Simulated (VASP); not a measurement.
# C in VASP: relaxation of the atoms with PBE+D3(BJ)

Aim: the relaxation of the atoms of C with PBE+D3(BJ).

Program: VASP 6.6.1. These are calculated values, not measurements. Logs are shortened: lines on timing, memory, paths and dates and some standing lists are left out, and cuts for length are marked.

### Step 1. The cell of the first run

The cell holds a slab with vacuum, 2 atoms: a = 2.485 Å, b = 2.471 Å, c = 26.000 Å, α = 90.00°, β = 90.00°, γ = 120.20°.

### Step 2. Relaxation of the atoms, PBE+D3(BJ) (strain along x +0.008)

INCAR

```
SYSTEM = C
PREC = Accurate ; ENCUT = 520
EDIFF = 1E-6 ; ISMEAR = 0
SIGMA = 0.1 ; LREAL = .FALSE.
LASPH = .TRUE. ; NELM = 60
ALGO = Normal ; ISIF = 2
LWAVE = .FALSE. ; LCHARG = .FALSE.
LDIPOL = .TRUE. ; IDIPOL = 3
DIPOL = 0.5 0.5 0.500 ; GGA = PE
IVDW = 12 ; IBRION = 2
NSW = 60 ; EDIFFG = -0.003
```

KPOINTS

```
regular mesh
0
G
  21 21 1
  0 0 0
```

POSCAR

```
C
1.0
    2.4854322621      0.0000000000      0.0000000000
   -1.2427161310      2.1353645619      0.0000000000
    0.0000000000      0.0000000000     26.0000003142
C
2
Direct
    0.0000000000      0.0000000000      0.5000000000
    0.6666666667      0.3333333333      0.5000000000
```

Potentials or basis: VASP PAW PBE potentials, release 64 (C).

Launch:

```console
$ cat potpaw_PBE.64/C/POTCAR > POTCAR
$ mpirun -np 1 vasp_std > vasp.out
```

OUTCAR:

```text
SYSTEM = C
   PREC = Accurate
   ENCUT = 520
   EDIFF = 1E-6
   ISMEAR = 0
   LREAL = .FALSE.
   LASPH = .TRUE.
   NELM = 60
   ISIF = 2
   GGA = PE
   IVDW = 12
   IBRION = 2
   NSW = 60
   EDIFFG = -0.003
 IVDW          = 12

 ion  position               nearest neighbor table
   1  0.000  0.000  0.500-   2 1.42   2 1.43   2 1.43
   2  0.667  0.333  0.500-   1 1.42   1 1.43   1 1.43

  Warning from LATTYP: Monoclinic adjustment (A1->A3, A2->A1, A3->A2)!
  LATTYP: Found a base centered orthorhombic cell.
 ALAT       =     2.4854322621
 B/A-ratio  =     1.7183043726
 C/A-ratio  =    10.4609571183

  Lattice vectors:

 A1 = (   1.2427161310,  -2.1353645619,   0.0000000000)
 A2 = (   1.2427161311,   2.1353645619,   0.0000000000)
 A3 = (   0.0000000000,   0.0000000000,  26.0000003142)

Analysis of symmetry for initial positions (statically):
=====================================================================
 Subroutine PRICEL returns:
 Original cell was already a primitive cell.

 Routine SETGRP: Setting up the symmetry group for a
 base centered orthorhombic supercell.

 Subroutine GETGRP returns: Found  8 space group operations
 (whereof  4 operations were pure point group operations)
 out of a pool of  8 trial point group operations.

The static configuration has the point symmetry C_2v.
 The point group associated with its full space group is D_2h.

Analysis of symmetry for dynamics (positions and initial velocities):
=====================================================================
 Subroutine PRICEL returns:
 Original cell was already a primitive cell.

 Routine SETGRP: Setting up the symmetry group for a
 base centered orthorhombic supercell.

 Subroutine GETGRP returns: Found  8 space group operations
 (whereof  4 operations were pure point group operations)
 out of a pool of  8 trial point group operations.

The dynamic configuration has the point symmetry C_2v.
 The point group associated with its full space group is D_2h.

 Subroutine INISYM returns: Found  8 space group operations
 (whereof  4 operations are pure point group operations),
 and found     1 'primitive' translations

----------------------------------------------------------------------------------------

                                     Primitive cell

  volume of cell :     137.9899

  direct lattice vectors                    reciprocal lattice vectors
     2.485432262  0.000000000  0.000000000     0.402344500  0.234152055  0.000000000
    -1.242716131  2.135364562  0.000000000     0.000000000  0.468304110  0.000000000
     0.000000000  0.000000000 26.000000314     0.000000000  0.000000000  0.038461538

  length of vectors
     2.485432262  2.470652787 26.000000314     0.465519367  0.468304110  0.038461538

  position of ions in fractional coordinates (direct lattice)
     0.000000000  0.000000000  0.500000000
     0.666666667  0.333333333  0.500000000

  ion indices of the primitive-cell ions
   primitive index   ion index
                 1           1
                 2           2

----------------------------------------------------------------------------------------

 KPOINTS: regular mesh

Automatic generation of k-mesh.
 Grid dimensions read from file:
 generate k-points for:   21   21    1

 Generating k-lattice:

  Cartesian coordinates                     Fractional coordinates (reciprocal lattice)
     0.019159262  0.011150098  0.000000000     0.047619048  0.000000000  0.000000000
     0.000000000  0.022300196  0.000000000     0.000000000  0.047619048  0.000000000
     0.000000000  0.000000000  0.038461538     0.000000000  0.000000000  1.000000000

  Length of vectors
     0.022167589  0.022300196  0.038461538

  Shift w.r.t. Gamma in fractional coordinates (k-lattice)
     0.000000000  0.000000000  0.000000000

 Subroutine IBZKPT returns following result:
 ===========================================

 Found    121 irreducible k-points:

 Following reciprocal coordinates:
            Coordinates               Weight
  0.000000  0.000000  0.000000      1.000000
  0.047619  0.000000  0.000000      4.000000
  0.095238  0.000000  0.000000      4.000000
  0.142857 -0.000000  0.000000      4.000000
  0.190476  0.000000  0.000000      4.000000
  0.238095 -0.000000  0.000000      4.000000
[... 16 lines left out ...]
 -0.476190  0.047619  0.000000      4.000000
 -0.428571  0.047619  0.000000      4.000000
 [... further k-points ...]
   k-points           NKPTS =    121   k-points in BZ     NKDIM =    121   number of bands    NBANDS=      8
   number of dos      NEDOS =    301   number of ions     NIONS =      2
   total plane-waves  NPLWV =  63504
   dimension x,y,z NGX =    18 NGY =   18 NGZ =  196
   dimension x,y,z NGXF=    36 NGYF=   36 NGZF=  392
   ions per type =               2
   NGX,Y,Z   is equivalent  to a cutoff of  12.04, 12.11, 12.53 a.u.
   NGXF,Y,Z  is equivalent  to a cutoff of  24.08, 24.22, 25.06 a.u.
 SYSTEM =  C
   PREC   = accura    normal or accurate (medium, high low for compatibility)
   ISTART =      0    job   : 0-new  1-cont  2-samecut
   ICHARG =      2    charge: 1-file 2-atom 10-const
   ISPIN  =      1    spin polarized calculation?
   LNONCOLLINEAR =      F non collinear calculations
   LSORBIT =      F    spin-orbit coupling
   LASPH  =      T    aspherical Exc in radial PAW
   ENCUT  =  520.0 eV  38.22 Ry    6.18 a.u.   4.62  4.59 48.34*2*pi/ulx,y,z
   NELM   =     60;   NELMIN=  2; NELMDL= -5     # of ELM steps
   EDIFF  = 0.1E-05   stopping-criterion for ELM
   LREAL  =      F    real-space projection
   EDIFFG = -.3E-02   stopping-criterion for IOM
   NSW    =     60    number of steps for IOM
   IBRION =      2    ionic relax: 0-MD 1-quasi-New 2-CG
   NFREE  =      1    steps in history (QN), initial steepest desc. (CG)
   ISIF   =      2    stress and relaxation
   ISYM   =      2    0-nonsym 1-usesym 2-fastsym
   POTIM  = 0.5000    time-step for ionic-motion
   TEBEG  =    0.0;   TEEND  =   0.0 temperature during run
   PSTRESS=    0.0 pullay stress
   NELECT =       8.0000    total number of electrons
   NUPDOWN=      -1.0000    fix difference up-down
   EMIN   =  10.00;   EMAX   =-10.00  energy-range for DOS
   EFERMI =   0.00;   METHOD = LEGACY
   ISMEAR =     0;   SIGMA  =   0.10  broadening in eV -4-tet -1-fermi 0-gaus
   EFERMI_NEDOS =   21; number of points for ismear=-14 and -15
   IALGO  =     38    algorithm
   IMIX   =      4    mixing-type and parameters
     AMIX     =   0.40;   BMIX     =  1.00
     AMIX_MAG =   1.60;   BMIX_MAG =  1.00
  volume/ion in A,a.u.               =      68.99       465.60
  Fermi-wavevector in a.u.,A,eV,Ry     =   0.633611  1.197350  5.462226  0.401462
  Thomas-Fermi vector in A             =   1.697325
   LORBIT       =      0    0 simple, 1 ext, 2 COOP (PROOUT), +10 PAW based schemes
   GGA     = PE    functional components
   LHFCALC =     F    Hartree Fock is set to
   AEXX    =    0.0000 exact exchange contribution
   IVDW    =    12    specifies the selected vdW correction
   LEPSILON=     F    determine dielectric tensor
   LRPA    =     F    only Hartree local field effects (RPA)
 conjugate gradient relaxation of ions
 non-spin polarized calculation
 Gauss-broadening in eV      SIGMA  =   0.10
  energy-cutoff  :      520.00
  volume of cell :      137.99
 maximum number of plane-waves:      3768
   NGX =  9   NGY =  9   NGZ = 97

--------------------------------------- Ionic step        1  -------------------------------------------

 number of electron       7.9999997 magnetization

 Free energy of the ion-electron system (eV)
  ---------------------------------------------------
  ext. energy  EPLUGINS =         0.00000000
  ---------------------------------------------------
  free energy    TOTEN  =       -18.44845294 eV

  energy without entropy =      -18.44805988  energy(sigma->0) =      -18.44825641

------------------------ aborting loop because EDIFF is reached ----------------------------------------

 Edisp (eV)   -0.17675

 E8    (eV) :    -0.0553

  FORCE on cell =-STRESS in cart. coord.  units (eV):
  Direction    XX          YY          ZZ          XY          YZ          ZX
  --------------------------------------------------------------------------------------
  -------------------------------------------------------------------------------------
  Total      -0.84901    -0.10305    -0.01048    -0.00000     0.00000     0.00000
  in kB      -9.85771    -1.19654    -0.12174    -0.00000     0.00000     0.00000
  external pressure =       -3.73 kB  Pullay stress =        0.00 kB
[... 21 lines left out ...]
  energy  without entropy=      -18.6248052804  energy(sigma->0) =      -18.62500181

--------------------------------------- Ionic step        2  -------------------------------------------

 number of electron       7.9999997 magnetization

 dipolmoment           0.000000      0.000000      0.000000 electrons x Angstroem

------------------------ aborting loop because EDIFF is reached ----------------------------------------

 Edisp (eV)   -0.17674

 E8    (eV) :    -0.0553

  FORCE on cell =-STRESS in cart. coord.  units (eV):
  Direction    XX          YY          ZZ          XY          YZ          ZX
  --------------------------------------------------------------------------------------
  -------------------------------------------------------------------------------------
  Total      -0.80352    -0.15462    -0.01070    -0.00000     0.00000     0.00000
  in kB      -9.32950    -1.79531    -0.12425    -0.00000     0.00000     0.00000
  external pressure =       -3.75 kB  Pullay stress =        0.00 kB
[... 21 lines left out ...]
  energy  without entropy=      -18.6241862807  energy(sigma->0) =      -18.62443826

--------------------------------------- Ionic step        3  -------------------------------------------

 number of electron       7.9999997 magnetization

 dipolmoment           0.000000      0.000000     -0.000000 electrons x Angstroem

 Free energy of the ion-electron system (eV)
  ---------------------------------------------------
  ext. energy  EPLUGINS =         0.00000000
  ---------------------------------------------------
  free energy    TOTEN  =       -18.44849113 eV

  energy without entropy =      -18.44806618  energy(sigma->0) =      -18.44827865

 E-fermi :  -3.1272     XC(G=0):  -1.6622

 val. band max:       -3.1703127106   @ k =   0.3333   0.3333   0.0000
 cond. band min:      -3.0840954686   @ k =   0.3333   0.3333   0.0000
 fundamental gap:      0.0862172420
 Fermi energy:        -3.1272040906

 k-point     1 :       0.0000    0.0000    0.0000
  band No.  band energies     occupation
      1     -22.5569      2.00000
      2     -10.6666      2.00000
      3      -6.2120      2.00000
      4      -6.1432      2.00000
      5       0.1722      0.00000
      6       0.9464      0.00000
      7       1.2225      0.00000
      8       1.6859      0.00000
[... 243 lines left out ...]
 k-point    24 :      -0.4286    0.0476    0.0000
  band No.  band energies     occupation
      1     -18.8040      2.00000
      2     -14.5113      2.00000
      3      -9.4458      2.00000
      4      -6.4727      2.00000
      5      -0.1241      0.00000
      6       4.5665      0.00000
      7       5.4047      0.00000
      8       6.2311      0.00000

 [... further k-points ...]

------------------------ aborting loop because EDIFF is reached ----------------------------------------

 vacuum level on the upper side and lower side of the slab       (xc-potential included)        -0.030        -0.030

 Edisp (eV)   -0.17674

 E8    (eV) :    -0.0553

  FORCE on cell =-STRESS in cart. coord.  units (eV):
  Direction    XX          YY          ZZ          XY          YZ          ZX
  --------------------------------------------------------------------------------------
  -------------------------------------------------------------------------------------
  Total      -0.84074    -0.11333    -0.01047    -0.00000     0.00000     0.00000
  in kB      -9.76166    -1.31586    -0.12157    -0.00000     0.00000     0.00000
  external pressure =       -3.73 kB  Pullay stress =        0.00 kB
[... 17 lines left out ...]
  FREE ENERGIE OF THE ION-ELECTRON SYSTEM (eV)
  ---------------------------------------------------
  free  energy   TOTEN  =       -18.6252359630 eV

  energy  without entropy=      -18.6248110117  energy(sigma->0) =      -18.62502349

 reached required accuracy - stopping structural energy minimisation

 vacuum level on the upper side and lower side of the slab         1.129         1.129
```

Wall time 9.5 min (1 thread of Oxide Virtual Turin-like, shared host); peak memory 0.29 GiB.

Results:

| Quantity | Value |
| --- | --- |
| Free energy | -18.6252 eV |
| Energy gained by relaxing | 0.0 meV/atom |
| Ionic steps | 3 |
| Dispersion energy per atom | -0.088 eV |

Final structure:
```
C
1.0
     2.48543    0.00000    0.00000
    -1.24272    2.13536    0.00000
     0.00000    0.00000   26.00000
C
2
Direct
  0.00014 0.00029 0.50000
  0.66652 0.33304 0.50000
```

Caveat: the cell differs from its parent crystal (strain along x +0.008).
